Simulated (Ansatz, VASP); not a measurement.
**Nb2B in VASP and in Ansatz**

```
CELL_PARAMETERS angstrom
4.32301 0.00000 0.00000
-2.16150 3.74383 0.00000
0.00000 0.00000 5.15815
ATOMIC_POSITIONS crystal
Nb 0.00000 0.00000 0.00000
Nb 0.00000 0.00000 0.50000
Nb 0.33333 0.66667 0.75000
Nb 0.66667 0.33333 0.25000
B 0.33333 0.66667 0.25000
B 0.66667 0.33333 0.75000
```

Change from the starting cell: species swapped into the In2Bi type (P6_3/mmc, No. 194).

Alike in both runs: functional PBE; k mesh 12 × 12 × 8; occupations gaussian, width 0.1 eV; no spin polarisation.

Ansatz relaxed the structure, and its values are those at the end. VASP's run is a single point on that final structure, the one shown.

```csv
,VASP,Ansatz
version,VASP 6.6.1,Ansatz 0.2.0
potentials or method,"VASP PAW PBE potentials, release 64 (Nb_sv, B), cutoff 520 eV","scalar-relativistic, plane waves, PAW"
valence electrons in the cell,58,58
```

VASP gave:

* gap on the k mesh at the Fermi level (eV): none
* pressure (GPa): -0.3

Task: What did Ansatz give for the same quantities?

Result: gap on the k mesh at the Fermi level (eV): none; pressure (GPa): 0.0.

A gap of «none» marks a metal or a gap that the smearing closes. With one functional, cell and mesh, what is left measures potentials, basis and numerics.
